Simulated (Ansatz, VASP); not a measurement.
**Two plane-wave programs on Zr**

```
Zr
1.0
     0.00000    2.99433    2.99433
     2.99433    0.00000    2.99433
     2.99433    2.99433    0.00000
Zr
2
Direct
  0.50000 0.50000 0.50000
  0.75000 0.75000 0.75000
```

Alike in both runs: task relaxation of cell and atoms; functional r2SCAN; k mesh 6 × 6 × 6; occupations gaussian, width 0.1 eV; no spin polarisation.

|  | VASP | Ansatz |
| --- | --- | --- |
| version | VASP 6.6.1 | Ansatz 0.2.0 |
| potentials or method | VASP PAW PBE potentials, release 64 (Zr_sv), cutoff 600 eV | scalar-relativistic, plane waves, PAW |
| valence electrons in the cell | 24 | 24 |

Ansatz gave:

- gap on the k mesh at the Fermi level, each at its own relaxed structure (eV): none
- relaxed volume (Å³/atom): 29.79
- relaxed cell length with the largest relative difference (Å): 4.384

Problem. Which values does VASP return?

Solution. gap on the k mesh at the Fermi level, each at its own relaxed structure (eV): none; relaxed volume (Å³/atom): 29.73; relaxed cell length with the largest relative difference (Å): 4.381.

VASP's potentials were made for PBE, not for r2SCAN. A gap of «none» marks a metal or a gap that the smearing closes.
